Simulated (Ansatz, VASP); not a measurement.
## Pd in VASP and in Ansatz

The input INCAR:

```
SYSTEM = Pd
  PREC = Accurate
  ENCUT = 520
  EDIFF = 1E-8
  ISMEAR = -1
  SIGMA = 0.05
  LREAL = .FALSE.
  LASPH = .TRUE.
  NELM = 80
  ALGO = Normal
  ISIF = 2
  LWAVE = .FALSE.
  LCHARG = .FALSE.
  GGA = PS
  LEFG = .TRUE.
  NBANDS = 11
```

File KPOINTS:

```
regular mesh
0
G
  18 18 18
  0 0 0
```

POSCAR

```
Pd
1.0
    0.0000000000      1.9830449783      1.9830449783
    1.9830449783      0.0000000000      1.9830449783
    1.9830449783      1.9830449783      0.0000000000
Pd
1
Direct
    0.0000000000      0.0000000000      0.0000000000
```

Input for Ansatz:

```yaml
crystal:
  lattice:
    - [0.0, 1.9830449783, 1.9830449783]
    - [1.9830449783, 0.0, 1.9830449783]
    - [1.9830449783, 1.9830449783, 0.0]
  atoms:
    - { symbol: Pd, position: [0.0, 0.0, 0.0] }
kpoints:
  mp_grid: { grid: [18, 18, 18] }
scf:
  occupations: { method: fermi_dirac, width: 0.05 }
hamiltonian:
  xc: pbesol
  pseudopotentials: { kind: paw }
output:
  forces: true
  stress: true
  eigenvalues: true
  efg: { contact_densities: true }
```

Change from the starting cell: volume scaled by 1.06, PAW files.

Alike in both runs: task electric field gradients; functional PBEsol; k mesh 18 × 18 × 18; occupations fermi-dirac, width 0.05 eV; no spin polarisation.

```csv
,VASP,Ansatz
version,VASP 6.6.1,Ansatz 0.2.0
potentials or method,"VASP PAW PBE potentials, release 64 (Pd)","PAW with Ansatz's default frozen-core files, scalar-relativistic"
plane-wave cutoff (eV),520,420
valence electrons in the cell,10,18
```

```tsv
	VASP	Ansatz	Ansatz less VASP
pressure (GPa)	-12.0	-11.7	+0.25
```

VASP's potentials were made for PBE, not for PBEsol. VASP's potentials hold 10 valence electrons a cell and Ansatz's 18, so a difference there can come from the potentials and not from the codes.
